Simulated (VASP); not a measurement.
Write the native input for VASP 6.6.1 that does the following.

| Property | Result |
| --- | --- |
| Task | single point |
| Functional | revPBE |
| Potentials or basis | VASP PAW PBE potentials, release 64 (As) |
| Cutoff | 520 eV |
| k mesh | 13 × 13 × 13 |
| Occupations | fermi-dirac, width 0.1 eV |
| Spin | no spin polarisation |
| Dipole correction | no |
| Further INCAR settings | ALGO = Normal; EDIFF = 1e-06; NBANDS = 8 |

The structure of As lies in POSCAR:

```
As
1.0
    2.6727041167      0.0000000000      0.0000000000
    0.0000000000      2.6727041167      0.0000000000
    0.0000000000      0.0000000000      2.6727041167
As
1
Direct
    0.0000000000      0.0000000000      0.0000000000
```

This cell differs from its parent crystal: volume scaled by 0.92.

One way to write it, as run:

INCAR

```
ALGO = Normal ; EDIFF = 1E-6
ENCUT = 520 ; GGA = RE
ISIF = 2 ; ISMEAR = -1
LASPH = True ; LCHARG = True
LELF = True ; LREAL = False
LVHAR = True ; LWAVE = False
NBANDS = 8 ; NELM = 100
PREC = Accurate ; SIGMA = 0.1
```

KPOINTS

```
k-points
0
Gamma
  13 13 13
```

Potentials or basis: VASP PAW PBE potentials, release 64 (As).

The run is started by

```bash
$ cat potpaw_PBE.64/As/POTCAR > POTCAR
$ mpirun -np 1 vasp_std > vasp.out
```

It gave:

The pressure is 7.4 GPa.

Caveat: the PAW data sets were made with another functional, which shifts forces and pressure a little.

It took 4.5 s on 1 thread of AMD EPYC 9R45 96-Core Processor (Zen 5), on a shared host, peak memory 0.1 GiB.
